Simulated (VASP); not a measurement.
The system is Re.

```
CELL_PARAMETERS angstrom
2.57942 0.00000 0.00000
0.00000 2.57942 0.00000
0.00000 0.00000 2.57942
ATOMIC_POSITIONS crystal
Re 0.00000 0.00000 0.00000
```

Base run:

- Program: VASP 6.6.1
- Functional: PBE
- Potentials or basis: VASP PAW PBE potentials, release 64 (Re_sv_GW)
- Cutoff: 500 eV
- k mesh: 8 × 8 × 8
- Occupations: fermi-dirac, width 0.1 eV
- Spin: no spin polarisation

Its results: pressure -2.0 GPa.

Q: The run is repeated on the same cell with these changes: potentials or basis from VASP PAW PBE potentials, release 64 (Re_sv_GW) to VASP PAW PBE potentials, release 64 (Re); cutoff from 500 eV to 520 eV; further incar settings from ALGO = Normal; EDIFF = 1e-06; NBANDS = 14 to ALGO = Normal; EDIFF = 1e-06; NBANDS = 10; valence electrons from 15 to 7. What comes out?

A: Pressure -1.0 GPa.
